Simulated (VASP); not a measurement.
Write the native input for VASP 6.6.1 that does the following.

| Item | Value |
| --- | --- |
| Task | single point |
| Functional | r2SCAN |
| Potentials or basis | VASP PAW PBE potentials, release 64 (Al) |
| Cutoff | 550 eV |
| k mesh | 10 × 10 × 10 |
| Occupations | fermi-dirac, width 0.15 eV |
| Spin | no spin polarisation |
| Dipole correction | no |
| Further INCAR settings | ALGO = Normal; EDIFF = 1e-06; NBANDS = 8 |

The system is Al.

```
CELL_PARAMETERS angstrom
-1.59122 1.59122 1.59122
1.59122 -1.59122 1.59122
1.59122 1.59122 -1.59122
ATOMIC_POSITIONS crystal
Al 0.00000 0.00000 0.00000
```

This isn't the form of Al at room conditions, which is fcc.

These files were run (other wordings do the same):

POSCAR

```
Al
1.0
   -1.5912186900      1.5912186900      1.5912186900
    1.5912186900     -1.5912186900      1.5912186900
    1.5912186900      1.5912186900     -1.5912186900
Al
1
Direct
    0.0000000000      0.0000000000      0.0000000000
```

INCAR.step1

```
PREC     = Accurate       # precision mode
ENCUT    = 550            # plane-wave cutoff, eV
ISMEAR   = -1             # smearing method
SIGMA    = 0.15           # smearing width, eV
LREAL    = False          # projectors in reciprocal space
LASPH    = True           # aspherical terms in the spheres
NELM     = 120            # most SCF steps
NBANDS   = 8              # bands
GGA      = PE             # functional
ALGO     = Normal         # electronic algorithm
EDIFF    = 1E-5           # SCF threshold, eV
LWAVE    = True           # write WAVECAR
LCHARG   = False          # write CHGCAR
GGA_COMPAT= False
```

INCAR.step2

```
PREC     = Accurate       # precision mode
ENCUT    = 550            # plane-wave cutoff, eV
EDIFF    = 1E-6           # SCF threshold, eV
ISMEAR   = -1             # smearing method
SIGMA    = 0.15           # smearing width, eV
LREAL    = False          # projectors in reciprocal space
LASPH    = True           # aspherical terms in the spheres
NELM     = 120            # most SCF steps
ALGO     = Normal         # electronic algorithm
ISIF     = 2              # what is computed and relaxed
LWAVE    = False          # write WAVECAR
LCHARG   = False          # write CHGCAR
METAGGA  = R2SCAN         # meta-GGA
LMIXTAU  = True         
NBANDS   = 8              # bands
ISTART   = 1            
GGA_COMPAT= False
```

KPOINTS

```
Automatic mesh
0
Gamma
  10 10 10
```

Potentials or basis: VASP PAW PBE potentials, release 64 (Al).

Command:

```sh
$ cat potpaw_PBE.64/Al/POTCAR > POTCAR
$ cp INCAR.step1 INCAR
$ mpirun -np 1 vasp_std > vasp.out
$ cp INCAR.step2 INCAR
$ mpirun -np 1 vasp_std > vasp.out
```

Results of the run:

```
Pressure               : 0.7 GPa
Band gap on the k mesh : zero (an odd number of electrons rules out a gap without spin polarisation)
```

Caveat: the PAW data sets were made with another functional, which shifts forces and pressure a little.

It took 20 s on 1 thread of Intel(R) Xeon(R) Platinum 8259CL CPU @ 2.50GHz (Skylake/Cascade Lake) (shared host), peak memory 0.13 GiB.
